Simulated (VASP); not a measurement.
Set up this calculation in VASP 6.6.1, as the native input.

```yaml
Task: single point
Functional: PBE
Potentials_or_basis: VASP PAW PBE potentials, release 64 (Ni)
Cutoff: 520 eV
k_mesh: 24 × 24 × 1
Occupations: gaussian, width 0.1 eV
Spin: collinear spin, ferromagnetic start
Starting_moments: "[1.01] μB"
Dipole_correction: yes
Further_INCAR_settings: ALGO = Normal; EDIFF = 1e-06; NBANDS = 15
```

The structure of Ni lies in POSCAR:

```
Ni
1.0
    2.3508347837      0.0000002877      0.0000000000
   -1.1754176411      2.0358824990      0.0000000000
    0.0000000000      0.0000000000     23.8000000000
Ni
1
Direct
    0.0000000000      0.0000000000      0.2941176471
```

One way to write it, as run:

INCAR

```
  PREC = Accurate
  ENCUT = 520
  EDIFF = 1E-6
  ISMEAR = 0
  SIGMA = 0.1
  LREAL = F
  LASPH = T
  NELM = 150
  ALGO = Normal
  ISIF = 2
  LWAVE = F
  LCHARG = F
  ISPIN = 2
  MAGMOM = 1.01
  LORBIT = 11
  LMAXMIX = 4
  LDIPOL = T
  IDIPOL = 3
  DIPOL = 0.5 0.5 0.294
  GGA = PE
  NBANDS = 15
```

KPOINTS

```
Automatic mesh
0
Gamma
  24 24 1
```

Potentials or basis: VASP PAW PBE potentials, release 64 (Ni).

Launch:

```console
$ cat potpaw_PBE.64/Ni/POTCAR > POTCAR
$ mpirun -np 1 vasp_std > vasp.out
```

It gave:

```
Net moment                                            : 0.76 μB per cell
Site moments                                          : Ni +0.80 μB
Valence electrons inside the program's atomic spheres : Ni 9.20
```

Run time: 3.1 min on 1 thread of AMD EPYC 9R45 96-Core Processor (Zen 5), with other jobs on the host, peak memory 0.33 GiB.
